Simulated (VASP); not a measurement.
# ZrTi3C2 (P4/mmm) in VASP: single point with PBE

Aim: the single point of ZrTi3C2 with PBE.

Program: VASP 6.6.1. These are calculated values, not measurements. Logs are shortened: lines on timing, memory, paths and dates and some standing lists are left out, and cuts for length are marked.

## (1) The cell of the first run

Symmetry: P4/mmm, No. 123, tetragonal system. The conventional cell has a = 4.322 Å, b = 4.322 Å, c = 4.464 Å, α = 90.00°, β = 90.00°, γ = 90.00°. Zr (site symmetry 4/mmm) has 2 C at 2.23 Å and 12 Ti at 3.06 to 3.11 Å within 3.2 Å. Within 2.9 Å of Ti (site symmetry mmm) lie 4 C at 2.16 Å. Ti (site symmetry 4/mmm) has 2 C at 2.23 Å and 4 Zr at 3.06 Å and 8 Ti at 3.11 Å within 3.2 Å. Within 2.9 Å of C (site symmetry 4/mmm) lie 4 Ti at 2.16 Å and 2 Zr at 2.23 Å. Within 2.9 Å of C (site symmetry 4/mmm) lie 6 Ti at 2.16 to 2.23 Å.

## (2) Single point, PBE

INCAR

```
PREC = Accurate ; ENCUT = 600
EDIFF = 1E-6 ; ISMEAR = 0
SIGMA = 0.1 ; LREAL = False
LASPH = True ; NELM = 120
ALGO = Normal ; ISIF = 2
LWAVE = False ; LCHARG = False
GGA = PE ; NBANDS = 37
GGA_COMPAT = False
```

KPOINTS

```
regular mesh
0
Gamma
  10 10 8
```

POSCAR

```
ZrTi3C2
1.0
    4.3222618911      0.0000000000      0.0000000000
    0.0000000000      4.3222618911      0.0000000000
    0.0000000000      0.0000000000      4.4643963959
Zr Ti C
1 3 2
Direct
    0.0000000000      0.0000000000      0.0000000000
    0.0000000000      0.5000000000      0.5000000000
    0.5000000000      0.0000000000      0.5000000000
    0.5000000000      0.5000000000      0.0000000000
    0.0000000000      0.0000000000      0.5000000000
    0.5000000000      0.5000000000      0.5000000000
```

Potentials or basis: VASP PAW PBE potentials, release 64 (Zr_sv, Ti_sv, C).

Command:

```bash
> cat potpaw_PBE.64/Zr_sv/POTCAR potpaw_PBE.64/Ti_sv/POTCAR potpaw_PBE.64/C/POTCAR > POTCAR
> mpirun -np 1 vasp_std > vasp.out
```

OUTCAR:

```text
PREC = Accurate
   ENCUT = 600
   EDIFF = 1E-6
   ISMEAR = 0
   LREAL = False
   LASPH = True
   NELM = 120
   ISIF = 2
   GGA = PE

 ion  position               nearest neighbor table
   1  0.000  0.000  0.000-   5 2.23   5 2.23   4 3.06   4 3.06   4 3.06   4 3.06   2 3.11   2 3.11
                             3 3.11   2 3.11   3 3.11   2 3.11   3 3.11   3 3.11
   2  0.000  0.500  0.500-   5 2.16   6 2.16   5 2.16   6 2.16   1 3.11   1 3.11   1 3.11   1 3.11

   3  0.500  0.000  0.500-   5 2.16   6 2.16   6 2.16   5 2.16   1 3.11   1 3.11   1 3.11   1 3.11

   4  0.500  0.500  0.000-   6 2.23   6 2.23   1 3.06   1 3.06   1 3.06   1 3.06
   5  0.000  0.000  0.500-   2 2.16   3 2.16   2 2.16   3 2.16   1 2.23   1 2.23
   6  0.500  0.500  0.500-   2 2.16   3 2.16   3 2.16   2 2.16   4 2.23   4 2.23

  LATTYP: Found a simple tetragonal cell.
 ALAT       =     4.3222618911
 C/A-ratio  =     1.0328842880

  Lattice vectors:

 A1 = (   4.3222618911,   0.0000000000,   0.0000000000)
 A2 = (   0.0000000000,   4.3222618911,   0.0000000000)
 A3 = (   0.0000000000,   0.0000000000,   4.4643963959)

Analysis of symmetry for initial positions (statically):
=====================================================================
 Subroutine PRICEL returns:
 Original cell was already a primitive cell.

 Routine SETGRP: Setting up the symmetry group for a
 simple tetragonal supercell.

 Subroutine GETGRP returns: Found 16 space group operations
 (whereof 16 operations were pure point group operations)
 out of a pool of 16 trial point group operations.

The static configuration has the point symmetry D_4h.

Analysis of symmetry for dynamics (positions and initial velocities):
=====================================================================
 Subroutine PRICEL returns:
 Original cell was already a primitive cell.

 Routine SETGRP: Setting up the symmetry group for a
 simple tetragonal supercell.

 Subroutine GETGRP returns: Found 16 space group operations
 (whereof 16 operations were pure point group operations)
 out of a pool of 16 trial point group operations.

The dynamic configuration has the point symmetry D_4h.

 Subroutine INISYM returns: Found 16 space group operations
 (whereof 16 operations are pure point group operations),
 and found     1 'primitive' translations

----------------------------------------------------------------------------------------

                                     Primitive cell

  volume of cell :      83.4036

  direct lattice vectors                    reciprocal lattice vectors
     4.322261891  0.000000000  0.000000000     0.231360344  0.000000000  0.000000000
     0.000000000  4.322261891  0.000000000     0.000000000  0.231360344  0.000000000
     0.000000000  0.000000000  4.464396396     0.000000000  0.000000000  0.223994447

  length of vectors
     4.322261891  4.322261891  4.464396396     0.231360344  0.231360344  0.223994447

  position of ions in fractional coordinates (direct lattice)
     0.000000000  0.000000000  0.000000000
     0.000000000  0.500000000  0.500000000
     0.500000000  0.000000000  0.500000000
     0.500000000  0.500000000  0.000000000
     0.000000000  0.000000000  0.500000000
     0.500000000  0.500000000  0.500000000

  ion indices of the primitive-cell ions
   primitive index   ion index
                 1           1
                 2           2
                 3           3
                 4           4
                 5           5
                 6           6

----------------------------------------------------------------------------------------

 KPOINTS: regular mesh

Automatic generation of k-mesh.
 Grid dimensions read from file:
 generate k-points for:   10   10    8

 Generating k-lattice:

  Cartesian coordinates                     Fractional coordinates (reciprocal lattice)
     0.023136034  0.000000000  0.000000000     0.100000000  0.000000000  0.000000000
     0.000000000  0.023136034  0.000000000     0.000000000  0.100000000  0.000000000
     0.000000000  0.000000000  0.027999306     0.000000000  0.000000000  0.125000000

  Length of vectors
     0.023136034  0.023136034  0.027999306

  Shift w.r.t. Gamma in fractional coordinates (k-lattice)
     0.000000000  0.000000000  0.000000000

 Subroutine IBZKPT returns following result:
 ===========================================

 Found    105 irreducible k-points:

 Following reciprocal coordinates:
            Coordinates               Weight
  0.000000  0.000000  0.000000      1.000000
  0.100000  0.000000  0.000000      4.000000
  0.200000  0.000000  0.000000      4.000000
  0.300000  0.000000  0.000000      4.000000
  0.400000  0.000000  0.000000      4.000000
  0.500000  0.000000  0.000000      2.000000
[... 16 lines left out ...]
  0.100000  0.000000  0.125000      8.000000
  0.200000  0.000000  0.125000      8.000000
 [... further k-points ...]
   k-points           NKPTS =    105   k-points in BZ     NKDIM =    105   number of bands    NBANDS=     37
   number of dos      NEDOS =    301   number of ions     NIONS =      6
   total plane-waves  NPLWV =  46656
   dimension x,y,z NGX =    36 NGY =   36 NGZ =   36
   dimension x,y,z NGXF=    72 NGYF=   72 NGZF=   72
   ions per type =               1   3   2
   NGX,Y,Z   is equivalent  to a cutoff of  13.85, 13.85, 13.41 a.u.
   NGXF,Y,Z  is equivalent  to a cutoff of  27.69, 27.69, 26.81 a.u.
 SYSTEM =  unknown system
   PREC   = accura    normal or accurate (medium, high low for compatibility)
   ISTART =      0    job   : 0-new  1-cont  2-samecut
   ICHARG =      2    charge: 1-file 2-atom 10-const
   ISPIN  =      1    spin polarized calculation?
   LNONCOLLINEAR =      F non collinear calculations
   LSORBIT =      F    spin-orbit coupling
   LASPH  =      T    aspherical Exc in radial PAW
   ENCUT  =  600.0 eV  44.10 Ry    6.64 a.u.   8.63  8.63  8.92*2*pi/ulx,y,z
   NELM   =    120;   NELMIN=  2; NELMDL= -5     # of ELM steps
   EDIFF  = 0.1E-05   stopping-criterion for ELM
   LREAL  =      F    real-space projection
   EDIFFG = 0.1E-04   stopping-criterion for IOM
   NSW    =      0    number of steps for IOM
   IBRION =     -1    ionic relax: 0-MD 1-quasi-New 2-CG
   NFREE  =      0    steps in history (QN), initial steepest desc. (CG)
   ISIF   =      2    stress and relaxation
   ISYM   =      2    0-nonsym 1-usesym 2-fastsym
   POTIM  = 0.5000    time-step for ionic-motion
   TEBEG  =    0.0;   TEEND  =   0.0 temperature during run
   PSTRESS=    0.0 pullay stress
   NELECT =      56.0000    total number of electrons
   NUPDOWN=      -1.0000    fix difference up-down
   EMIN   =  10.00;   EMAX   =-10.00  energy-range for DOS
   EFERMI =   0.00;   METHOD = LEGACY
   ISMEAR =     0;   SIGMA  =   0.10  broadening in eV -4-tet -1-fermi 0-gaus
   EFERMI_NEDOS =   21; number of points for ismear=-14 and -15
   IALGO  =     38    algorithm
   IMIX   =      4    mixing-type and parameters
     AMIX     =   0.40;   BMIX     =  1.00
     AMIX_MAG =   1.60;   BMIX_MAG =  1.00
  volume/ion in A,a.u.               =      13.90        93.81
  Fermi-wavevector in a.u.,A,eV,Ry     =   1.433538  2.708994 27.960396  2.055031
  Thomas-Fermi vector in A             =   2.553045
   LORBIT       =      0    0 simple, 1 ext, 2 COOP (PROOUT), +10 PAW based schemes
   GGA     = PE    functional components
   LHFCALC =     F    Hartree Fock is set to
   AEXX    =    0.0000 exact exchange contribution
   IVDW    =     0    specifies the selected vdW correction
   LEPSILON=     F    determine dielectric tensor
   LRPA    =     F    only Hartree local field effects (RPA)
 non-spin polarized calculation
 Gauss-broadening in eV      SIGMA  =   0.10
  energy-cutoff  :      600.00
  volume of cell :       83.40
 maximum number of plane-waves:      2802
 NGX is ok and might be reduce to    36
   NGX = 17   NGY = 17   NGZ = 17

 number of electron      56.0000006 magnetization

 Free energy of the ion-electron system (eV)
  ---------------------------------------------------
  ext. energy  EPLUGINS =         0.00000000
  ---------------------------------------------------
  free energy    TOTEN  =       -53.19763337 eV

  energy without entropy =      -53.16854794  energy(sigma->0) =      -53.18309065

 E-fermi :   8.7252     XC(G=0): -11.8338

 val. band max:        8.7217114819   @ k =   0.4000   0.4000   0.5000
 cond. band min:       8.7261105722   @ k =   0.5000   0.5000   0.2500
 fundamental gap:      0.0043990903
 Fermi energy:         8.7252292300

 k-point     1 :       0.0000    0.0000    0.0000
  band No.  band energies     occupation
      1     -48.0151      2.00000
      2     -47.9222      2.00000
      3     -47.8809      2.00000
      4     -39.4142      2.00000
      5     -24.3675      2.00000
      6     -24.3675      2.00000
[... 29 lines left out ...]
     36      11.9633      0.00000
     37      12.0861      0.00000

 k-point     2 :       0.1000    0.0000    0.0000
  band No.  band energies     occupation
      1     -48.0146      2.00000
      2     -47.9214      2.00000
      3     -47.8822      2.00000
      4     -39.4142      2.00000
      5     -24.3643      2.00000
      6     -24.3621      2.00000
[... 29 lines left out ...]
     36      11.9526      0.00000
     37      12.1024      0.00000

 k-point     3 :       0.2000    0.0000    0.0000
  band No.  band energies     occupation
      1     -48.0132      2.00000
      2     -47.9192      2.00000
      3     -47.8856      2.00000
      4     -39.4142      2.00000
      5     -24.3558      2.00000
      6     -24.3473      2.00000
[... 29 lines left out ...]
     36      11.9229      0.00000
     37      12.1370      0.00000
[... 761 lines left out ...]
 k-point    23 :       0.1000    0.0000    0.1250
  band No.  band energies     occupation
      1     -48.0134      2.00000
      2     -47.9225      2.00000
      3     -47.8821      2.00000
      4     -39.4142      2.00000
      5     -24.3616      2.00000
      6     -24.3582      2.00000
[... 29 lines left out ...]
     36      11.8842      0.00000
     37      11.9294      0.00000

 k-point    24 :       0.2000    0.0000    0.1250
  band No.  band energies     occupation
      1     -48.0123      2.00000
      2     -47.9201      2.00000
      3     -47.8856      2.00000
      4     -39.4142      2.00000
      5     -24.3565      2.00000
      6     -24.3499      2.00000
[... 29 lines left out ...]
     36      11.8147      0.00000
     37      11.8913      0.00000

 [... further k-points ...]
[... 5 lines left out ...]
  --------------------------------------------------------------------------------------
  -------------------------------------------------------------------------------------
  Total        0.0667748      0.0667748      0.0555411      0.0000000      0.0000000      0.0000000
  in kB        1.2827393      1.2827393      1.0669398      0.0000000      0.0000000      0.0000000
  external PRESSURE =       1.2108061 kB  Pullay stress =       0.0000000 kB

 VOLUME and BASIS-vectors are now :
 -----------------------------------------------------------------------------
  energy-cutoff  :      600.00
  volume of cell :       83.40
      direct lattice vectors                 reciprocal lattice vectors
     4.322261891  0.000000000  0.000000000     0.231360344  0.000000000  0.000000000
     0.000000000  4.322261891  0.000000000     0.000000000  0.231360344  0.000000000
     0.000000000  0.000000000  4.464396396     0.000000000  0.000000000  0.223994447

 POSITION                                       TOTAL-FORCE (eV/Angst)
 -----------------------------------------------------------------------------------
      0.00000      0.00000      0.00000         0.000000      0.000000      0.000000
      0.00000      2.16113      2.23220         0.000000      0.000000      0.000000
      2.16113      0.00000      2.23220         0.000000      0.000000      0.000000
      2.16113      2.16113      0.00000         0.000000      0.000000      0.000000
      0.00000      0.00000      2.23220         0.000000      0.000000      0.000000
      2.16113      2.16113      2.23220         0.000000      0.000000      0.000000
 -----------------------------------------------------------------------------------
    total drift:                                0.000000      0.000000      0.000000

  FREE ENERGIE OF THE ION-ELECTRON SYSTEM (eV)
  ---------------------------------------------------
  free  energy   TOTEN  =       -53.1976333678 eV

  energy  without entropy=      -53.1685479414  energy(sigma->0) =      -53.18309065
```

It took 10 min on 1 thread of Oxide Virtual Turin-like, shared host; peak memory 0.43 GiB.

Results:

* Free energy: -53.1976 eV
* Pressure: 0.1 GPa
* Band gap on the k mesh: zero (bands 28 and 29 overlap by 1.13 eV)

Levels at points of the mesh, in eV from the Fermi level:
| k point | band 26 | band 27 | band 28 | band 29 | band 30 | band 31 |
| --- | --- | --- | --- | --- | --- | --- |
| (0.00, 0.00, 0.00) | -1.63 | 0.11 | 0.56 | 0.56 | 0.62 | 0.85 |
| (0.50, 0.00, 0.00) | -1.69 | -0.68 | -0.49 | 1.02 | 1.12 | 1.41 |
| (0.50, 0.50, 0.00) | -0.64 | -0.64 | -0.57 | -0.57 | -0.54 | 1.47 |
| (0.00, 0.00, 0.50) | -0.55 | -0.37 | -0.37 | -0.28 | -0.28 | 0.75 |
| (0.50, 0.00, 0.50) | -0.70 | -0.36 | 0.00 | 0.43 | 0.43 | 0.78 |
| (0.50, 0.50, 0.50) | -0.69 | -0.11 | -0.11 | 0.63 | 0.63 | 0.84 |
